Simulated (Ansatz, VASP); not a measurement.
## One calculation of Mg3Te, two programs

INCAR

```
  PREC = Accurate
  ENCUT = 600
  EDIFF = 1E-6
  ISMEAR = 0
  SIGMA = 0.1
  LREAL = False
  LASPH = True
  NELM = 100
  ALGO = Fast
  ISIF = 3
  LWAVE = False
  LCHARG = False
  GGA = PE
  IBRION = 2
  NSW = 100
  EDIFFG = -0.01
```

File KPOINTS:

```
regular mesh
0
Gamma
  12 12 4
```

POSCAR

```
Mg3Te
1.0
    4.9481384483      0.0000000000      0.0000000000
   -2.4740692242      4.2852135977      0.0000000000
    0.0000000000      0.0000000000     12.4035267185
Mg Te
6 2
Direct
    0.3333333333      0.6666666667      0.1311548956
    0.3333333333      0.6666666667      0.8688451044
    0.6666666667      0.3333333333      0.8688451044
    0.6666666667      0.3333333333      0.1311548956
    0.0000000000      0.0000000000      0.0000000000
    0.0000000000      0.0000000000      0.5000000000
    0.0000000000      0.0000000000      0.2821832634
    0.0000000000      0.0000000000      0.7178167366
```

Input for Ansatz:

```yaml
crystal:
  lattice:
    - [4.9481384483, 0.0, 0.0]
    - [-2.4740692242, 4.2852135977, 0.0]
    - [0.0, 0.0, 12.4035267185]
  atoms:
    - { symbol: Mg, position: [0.3333333333, 0.6666666667, 0.1311548956] }
    - { symbol: Mg, position: [0.3333333333, 0.6666666667, 0.8688451044] }
    - { symbol: Mg, position: [0.6666666667, 0.3333333333, 0.8688451044] }
    - { symbol: Mg, position: [0.6666666667, 0.3333333333, 0.1311548956] }
    - { symbol: Mg, position: [0.0, 0.0, 0.0] }
    - { symbol: Mg, position: [0.0, 0.0, 0.5] }
    - { symbol: Te, position: [0.0, 0.0, 0.2821832634] }
    - { symbol: Te, position: [0.0, 0.0, 0.7178167366] }
basis:
  ecutwfc: 420
kpoints:
  mp_grid: { grid: [12, 12, 4] }
hamiltonian:
  xc: pbe
scf:
  occupations: { method: gaussian, width: 0.1 }
output:
  forces: true
  stress: true
  eigenvalues: true
relax:
  adjacent_minimum: "off"
  f_tol: 0.01
  max_steps: 80
  cell: { stress_tol: 0.05 }
```

Alike in both runs: task relaxation of cell and atoms; functional PBE; k mesh 12 × 12 × 4; occupations gaussian, width 0.1 eV; no spin polarisation.

|  | VASP | Ansatz |
| --- | --- | --- |
| version | VASP 6.6.1 | Ansatz 0.2.0 |
| potentials or method | VASP PAW PBE potentials, release 64 (Mg, Te), cutoff 600 eV | scalar-relativistic, plane waves, PAW |
| valence electrons in the cell | 24 | 92 |

|  | VASP | Ansatz | Ansatz less VASP |
| --- | --- | --- | --- |
| gap on the k mesh at the Fermi level, each at its own relaxed structure (eV) | none | none | - |
| relaxed volume (Å³/atom) | 33.12 | 33.20 | +0.077 |
| relaxed cell length with the largest relative difference (Å) | 4.986 | 4.992 | +0.0053 |

A gap of «none» marks a metal or a gap that the smearing closes. VASP's potentials hold 24 valence electrons a cell and Ansatz's 92, so a difference there can come from the potentials and not from the codes.

Spin-orbit coupling is off throughout.
